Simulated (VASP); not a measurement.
# Cu in VASP: a series of runs, part 2 of 2

VASP 6.6.1. The steps go on from the part before.

### 5 Single point, r2SCAN (uniaxial strain along a: +2.0 %, then relaxed in part)

File POSCAR:

```
Cu
1.0
    1.8240977378      1.8240977378      0.0000000000
   -1.7961542051      1.7961542051      0.0000000000
    0.0000000000      0.0000000000      3.5126542172
Cu
2
Direct
    0.0000000000      0.0000000000      0.0000000000
    0.5000000000      0.5000000000      0.5000000000
```

File INCAR.step1:

```
  PREC = Accurate
  ENCUT = 520
  ISMEAR = 0
  SIGMA = 0.1
  LREAL = False
  LASPH = True
  NELM = 100
  NBANDS = 18
  GGA = PE
  ALGO = Normal
  EDIFF = 1E-4
  LWAVE = True
  LCHARG = False
```

File INCAR.step2:

```
  PREC = Accurate
  ENCUT = 520
  EDIFF = 1E-7
  ISMEAR = 0
  SIGMA = 0.1
  LREAL = False
  LASPH = True
  NELM = 100
  ALGO = Normal
  ISIF = 2
  LWAVE = False
  LCHARG = False
  METAGGA = R2SCAN
  LMIXTAU = True
  NBANDS = 18
  ISTART = 1
```

File KPOINTS:

```
regular mesh
0
Gamma
  20 20 14
```

Potentials or basis: VASP PAW PBE potentials, release 64 (Cu).

Run with:

```bash
cat potpaw_PBE.64/Cu/POTCAR > POTCAR
cp INCAR.step1 INCAR
mpirun -np 1 vasp_std > vasp.out
cp INCAR.step2 INCAR
mpirun -np 1 vasp_std > vasp.out
```

OUTCAR:

```text
PREC = Accurate
   ENCUT = 520
   EDIFF = 1E-7
   ISMEAR = 0
   LREAL = False
   LASPH = True
   NELM = 100
   ISIF = 2
   METAGGA = R2SCAN
   ISTART = 1

 ion  position               nearest neighbor table
   1  0.000  0.000  0.000-   2 2.52   2 2.52   2 2.52   2 2.52   2 2.52   2 2.52   2 2.52   2 2.52

   2  0.500  0.500  0.500-   1 2.52   1 2.52   1 2.52   1 2.52   1 2.52   1 2.52   1 2.52   1 2.52

  LATTYP: Found a simple orthorhombic cell.
 ALAT       =     2.5401456370
 B/A-ratio  =     1.0155574241
 C/A-ratio  =     1.3828554419

  Lattice vectors:

 A1 = (   1.7961542051,  -1.7961542051,   0.0000000000)
 A2 = (   1.8240977378,   1.8240977378,   0.0000000000)
 A3 = (   0.0000000000,   0.0000000000,   3.5126542172)

Analysis of symmetry for initial positions (statically):
=====================================================================
 Subroutine PRICEL returns following result:

  LATTYP: Found a body centered orthorhombic cell.
 ALAT       =     2.5401456370
 B/A-ratio  =     1.0155574241
 C/A-ratio  =     1.3828554419

  Lattice vectors:

 A1 = (  -1.8101259715,  -0.0139717664,  -1.7563271086)
 A2 = (   1.8101259715,   0.0139717664,  -1.7563271086)
 A3 = (  -0.0139717664,  -1.8101259714,   1.7563271086)

   2 primitive cells build up your supercell.

 Routine SETGRP: Setting up the symmetry group for a
 simple orthorhombic supercell.

 Subroutine GETGRP returns: Found  8 space group operations
 (whereof  8 operations were pure point group operations)
 out of a pool of  8 trial point group operations.

The static configuration has the point symmetry D_2h.

Analysis of symmetry for dynamics (positions and initial velocities):
=====================================================================
 Subroutine PRICEL returns following result:

  LATTYP: Found a body centered orthorhombic cell.
 ALAT       =     2.5401456370
[... 132 lines left out ...]
   EFERMI_NEDOS =   21; number of points for ismear=-14 and -15
   IALGO  =     38    algorithm
   IMIX   =      4    mixing-type and parameters
     AMIX     =   0.40;   BMIX     =  1.00
     AMIX_MAG =   1.60;   BMIX_MAG =  1.00
  volume/ion in A,a.u.               =      11.51        77.66
  Fermi-wavevector in a.u.,A,eV,Ry     =   1.612612  3.047396 35.382209  2.600519
  Thomas-Fermi vector in A             =   2.707814
   LORBIT       =      0    0 simple, 1 ext, 2 COOP (PROOUT), +10 PAW based schemes
   METAGGA = R2SCAN    functional components
   LHFCALC =     F    Hartree Fock is set to
   AEXX    =    0.0000 exact exchange contribution
   IVDW    =     0    specifies the selected vdW correction
   LEPSILON=     F    determine dielectric tensor
   LRPA    =     F    only Hartree local field effects (RPA)
 non-spin polarized calculation
 Gauss-broadening in eV      SIGMA  =   0.10
  energy-cutoff  :      520.00
  volume of cell :       23.02
 maximum number of plane-waves:       640
 NGX is ok and might be reduce to    20

 number of electron      21.9999975 magnetization

 Free energy of the ion-electron system (eV)
  ---------------------------------------------------
  ext. energy  EPLUGINS =         0.00000000
  ---------------------------------------------------
  free energy    TOTEN  =       -21.65156386 eV

  energy without entropy =      -21.64849882  energy(sigma->0) =      -21.65003134

 E-fermi :   7.7327     XC(G=0): -13.9189

 val. band max:        7.7312331552   @ k =   0.2000   0.4000   0.4286
 cond. band min:       7.7328355910   @ k =   0.2500   0.3500   0.4286
 fundamental gap:      0.0016024358
 Fermi energy:         7.7327320752

 k-point     1 :       0.0000    0.0000    0.0000
  band No.  band energies     occupation
      1      -2.1538      2.00000
      2       2.5231      2.00000
      3       2.9826      2.00000
      4       4.4116      2.00000
      5       4.4965      2.00000
      6       4.5992      2.00000
[... 481 lines left out ...]
      5       4.5175      2.00000
      6       4.6729      2.00000
[... 10 lines left out ...]
     17      30.3716      0.00000
     18      31.0875      0.00000

 [... further k-points ...]

------------------------ aborting loop because EDIFF is reached ----------------------------------------

  FORCE on cell =-STRESS in cart. coord.  units (eV):
  Direction    XX          YY          ZZ          XY          YZ          ZX
  --------------------------------------------------------------------------------------
  -------------------------------------------------------------------------------------
  Total       -0.1034125     -0.1034125      0.0804547     -0.1917756      0.0000000      0.0000000
  in kB       -7.1982410     -7.1982410      5.6002156    -13.3489421      0.0000000      0.0000000
  external PRESSURE =      -2.9320888 kB  Pullay stress =       0.0000000 kB

 VOLUME and BASIS-vectors are now :
 -----------------------------------------------------------------------------
  energy-cutoff  :      520.00
  volume of cell :       23.02
      direct lattice vectors                 reciprocal lattice vectors
     1.824097738  1.824097738  0.000000000     0.274108119  0.274108119  0.000000000
    -1.796154205  1.796154205  0.000000000    -0.278372535  0.278372535  0.000000000
     0.000000000  0.000000000  3.512654217     0.000000000  0.000000000  0.284685010

 POSITION                                       TOTAL-FORCE (eV/Angst)
 -----------------------------------------------------------------------------------
      0.00000      0.00000      0.00000        -0.000000     -0.000000     -0.000000
      0.01397      1.81013      1.75633         0.000000      0.000000      0.000000
 -----------------------------------------------------------------------------------
    total drift:                               -0.000000      0.000000      0.000000

  FREE ENERGIE OF THE ION-ELECTRON SYSTEM (eV)
  ---------------------------------------------------
  free  energy   TOTEN  =       -21.6515638639 eV

  energy  without entropy=      -21.6484988193  energy(sigma->0) =      -21.65003134
```

OUTCAR.step1:

```text
PREC = Accurate
   ENCUT = 520
   ISMEAR = 0
   LREAL = False
   LASPH = True
[... 751 lines left out ...]
      0.00000      0.00000      0.00000         0.000000      0.000000     -0.000000
      0.01397      1.81013      1.75633        -0.000000     -0.000000      0.000000
 -----------------------------------------------------------------------------------
    total drift:                               -0.000000      0.000000      0.000000

  FREE ENERGIE OF THE ION-ELECTRON SYSTEM (eV)
  ---------------------------------------------------
  free  energy   TOTEN  =        -7.4346105195 eV

  energy  without entropy=       -7.4314297510  energy(sigma->0) =       -7.43302014
```

OSZICAR.step1:

```text
N       E                     dE             d eps       ncg     rms          rms(c)
DAV:   1     0.122240238364E+03    0.12224E+03   -0.10701E+04 38512   0.221E+03
DAV:   2    -0.280593150661E+01   -0.12505E+03   -0.11861E+03 34940   0.289E+02
DAV:   3    -0.918973433293E+01   -0.63838E+01   -0.61319E+01 38468   0.883E+01
DAV:   4    -0.926077980674E+01   -0.71045E-01   -0.70985E-01 40334   0.994E+00
DAV:   5    -0.926173359745E+01   -0.95379E-03   -0.95375E-03 42374   0.989E-01    0.109E+01
DAV:   6    -0.813163435758E+01    0.11301E+01   -0.10998E+01 37430   0.957E+01    0.531E+00
DAV:   7    -0.746022131226E+01    0.67141E+00   -0.21030E+00 37668   0.390E+01    0.804E-01
DAV:   8    -0.743847996612E+01    0.21741E-01   -0.14718E-02 41168   0.156E+00    0.467E-01
DAV:   9    -0.743457733099E+01    0.39026E-02   -0.58525E-03 39626   0.222E+00    0.208E-02
DAV:  10    -0.743461051953E+01   -0.33189E-04   -0.17825E-04 33578   0.151E-01
   1 F= -.74346105E+01 E0= -.74330201E+01  d E =-.318077E-02
```

It took 30 min on 1 thread of AMD EPYC 7R43 (Zen 3), shared host; peak memory 0.37 GiB.

Results:

| Quantity | Value |
| --- | --- |
| Free energy | -21.6516 eV |
| Pressure | -0.3 GPa |
| Band gap on the k mesh | zero (bands 11 and 12 overlap by 8.62 eV) |

Stress tensor (GPa, compression positive):
```
-0.72 -1.33  0.00
-1.33 -0.72  0.00
 0.00  0.00  0.56
```

Caveat: the cell differs from its parent crystal (uniaxial strain along a: +2.0 %, then relaxed in part); the PAW data sets were made with another functional, which shifts forces and pressure a little.

### 6 Relaxation of cell and atoms, r2SCAN

This run uses another cell than the first one: it holds 8 atoms, not 1.

File POSCAR:

```
Cu
1.0
   -3.5766622310     -3.5766622310      0.0000000000
   -3.5766622310      0.0000000000     -3.5766622310
    0.0000000000     -3.5766622310     -3.5766622310
Cu
8
Direct
    0.5000000000      0.5000000000      0.5000000000
    0.0000000000      0.5000000000      0.5000000000
    0.5000000000      0.0000000000      0.5000000000
    0.0000000000      0.0000000000      0.5000000000
    0.5000000000      0.5000000000      0.0000000000
    0.0000000000      0.5000000000      0.0000000000
    0.5000000000      0.0000000000      0.0000000000
    0.0000000000      0.0000000000      0.0000000000
```

File INCAR.step1:

```
  PREC = Accurate
  ENCUT = 600
  ISMEAR = 0
  SIGMA = 0.1
  LREAL = False
  LASPH = True
  NELM = 60
  GGA = PE
  ALGO = Normal
  EDIFF = 1E-4
  LWAVE = True
  LCHARG = False
```

File INCAR.step2:

```
  PREC = Accurate
  ENCUT = 600
  EDIFF = 1E-6
  ISMEAR = 0
  SIGMA = 0.1
  LREAL = False
  LASPH = True
  NELM = 60
  ALGO = Normal
  ISIF = 3
  LWAVE = False
  LCHARG = False
  METAGGA = R2SCAN
  LMIXTAU = True
  IBRION = 2
  NSW = 80
  EDIFFG = -0.015
  ISTART = 1
```

File KPOINTS:

```
regular mesh
0
Gamma
  6 6 6
```

Potentials or basis: VASP PAW PBE potentials, release 64 (Cu).

Run with:

```bash
cat potpaw_PBE.64/Cu/POTCAR > POTCAR
cp INCAR.step1 INCAR
mpirun -np 1 vasp_std > vasp.out
cp INCAR.step2 INCAR
mpirun -np 1 vasp_std > vasp.out
```

It took 6.2 min on 1 thread of Intel Xeon Platinum 8488C (Sapphire Rapids), shared host; peak memory 0.29 GiB.

The run converged. Its results:

| Quantity | Value |
| --- | --- |
| Free energy | -86.5939 eV |
| Relaxed volume | 11.49 Å³/atom |
| Relaxed cell | a = 5.065 Å, b = 5.065 Å, c = 5.065 Å, α = 60.00°, β = 60.00°, γ = 60.00° |
| Space group after relaxing (to 0.1 Å) | Fm-3m (No. 225) |
| Energy gained by relaxing | 0.1 meV/atom |
| Ionic steps | 2 |
| Pressure after relaxing | -0.1 GPa |
| Band gap on the k mesh | zero (bands 44 and 45 overlap by 2.13 eV) |

Step by step:
```
step  energy change (eV)  largest force (eV/Å)  pressure (GPa)  volume (Å³)
   1              0.0000                0.0000            0.40        91.51
   2             -0.0007                0.0000           -0.10        91.89
```

Final structure:
```
Cu
1.0
    -3.58165   -3.58165    0.00000
    -3.58165    0.00000   -3.58165
     0.00000   -3.58165   -3.58165
Cu
8
Cartesian
  -3.5816 -3.5816 -3.5816
  -5.3725 -5.3725 -3.5816
  -1.7908 -3.5816 -1.7908
  -3.5816 -1.7908 -5.3725
  -3.5816 -1.7908 -1.7908
  -1.7908 -3.5816 -5.3725
  -5.3725 -1.7908 -3.5816
  -3.5816 -3.5816 -7.1633
```

Levels at points of the mesh, in eV from the Fermi level:
```csv
k point,band 40,band 41,band 42,band 43,band 44,band 45,band 46,band 47,band 48,band 49
"(0.00, 0.00, 0.00)",-1.52,-1.52,-1.05,-1.05,-1.05,-1.05,1.65,1.65,1.65,4.20
"(0.50, 0.00, 0.00)",-1.64,-1.64,-1.64,1.08,1.08,1.08,1.08,1.09,1.09,7.27
"(0.50, 0.50, 0.00)",-2.01,-1.52,-1.52,-0.24,-0.24,-0.24,-0.24,6.67,6.67,6.67
```

Caveat: the PAW data sets were made with another functional, which shifts forces and pressure a little.

### 7 Summary

| task | potentials or basis | cell | k mesh | cutoff (eV) | gap on the mesh (eV) | pressure (GPa) |
| --- | --- | --- | --- | --- | --- | --- |
| single point | VASP PAW PBE potentials, release 64 (Cu_sv_GW) | a = 2.449 Å, angles 60.0°, 1 atom, atomic positions A | 20 × 20 × 20 | 900 | none | 18.6 |
| single point | VASP PAW PBE potentials, release 64 (Cu) | a = 2.377, b = 2.377, c = 3.705 Å, 2 atoms, atomic positions B | 20 × 20 × 14 | 520 | none | 19.3 |
| single point | VASP PAW PBE potentials, release 64 (Cu) | a = 2.428, b = 2.428, c = 3.663 Å, 2 atoms, atomic positions B | 20 × 20 × 14 | 520 | none | 11.8 |
| single point | VASP PAW PBE potentials, release 64 (Cu) | a = 2.580, b = 2.540, c = 3.513 Å, 2 atoms, atomic positions B | 20 × 20 × 14 | 520 | none | -0.3 |
| relaxation of cell and atoms | VASP PAW PBE potentials, release 64 (Cu) | relaxed from a = 5.058 Å, angles 60.0°, 8 atoms, atomic positions C | 6 × 6 × 6 | 600 | none | -0.1 |

Alike in all rows: level r2SCAN; no spin polarisation; smearing gaussian 0.1 eV.

Caveats: the PAW data sets were made with another functional, which shifts forces and pressure a little; the cell stands under pressure (at least some runs); the stress differs along the axes, from 12 to 23 GPa (at least some runs); the stress differs along the axes, from 8 to 14 GPa (at least some runs).

Total energies depend on the potentials used, so only differences within one code and one set of settings carry meaning.

The gap in the log of VASP goes by the Fermi energy; the results here count the filled bands.